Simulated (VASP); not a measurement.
# Si2Mo: single point with PBE

Si2Mo, a sheet with vacuum:

```
Si Mo
1.0
     4.37712    0.00000    0.00000
    -2.18856    3.79070    0.00000
     0.00000    0.00000   23.80000
Si Mo
2 1
Cartesian
  2.1886 1.2636 7.0000
  0.0000 2.5271 7.0000
  0.0000 0.0000 7.0000
```

```yaml
Program: VASP 6.6.1
Task: single point
Functional: PBE
Potentials_or_basis: VASP PAW PBE potentials, release 64 (Si, Mo_sv)
Cutoff: 520 eV
k_mesh: 12 × 12 × 1
Occupations: gaussian, width 0.1 eV
Spin: collinear spin, ferromagnetic start
Starting_moments: "[0.0, 0.0, 1.23] μB"
Dipole_correction: yes
Further_INCAR_settings: ALGO = Normal; EDIFF = 1e-06; NBANDS = 22
```

* Net moment: 1.72 μB per cell
* Site moments: Si -0.04; Mo +1.42 μB
* Valence electrons inside the program's atomic spheres: Si 1.61; Mo 12.57

Levels at points of the mesh, in eV from the Fermi level:
Spin up:
| k point | band 10 | band 11 | band 12 | band 13 | band 14 | band 15 |
| --- | --- | --- | --- | --- | --- | --- |
| (0.00, 0.00, 0.00) | -0.91 | -0.50 | -0.50 | 1.84 | 1.84 | 3.92 |
| (0.50, 0.00, 0.00) | -1.66 | -0.82 | -0.46 | 0.27 | 2.98 | 3.45 |
Spin down:
```tsv
k point	band 7	band 8	band 9	band 10	band 11	band 12	band 13	band 14
(0.00, 0.00, 0.00)	-4.52	-2.59	-1.84	0.64	0.64	0.67	2.02	2.02
(0.50, 0.00, 0.00)	-2.94	-2.40	-2.30	-1.14	0.21	0.33	1.41	3.66
```

It took 7.8 min on 1 thread of Intel(R) Xeon(R) 6975P-C (Granite Rapids), on a shared host, peak memory 0.86 GiB.
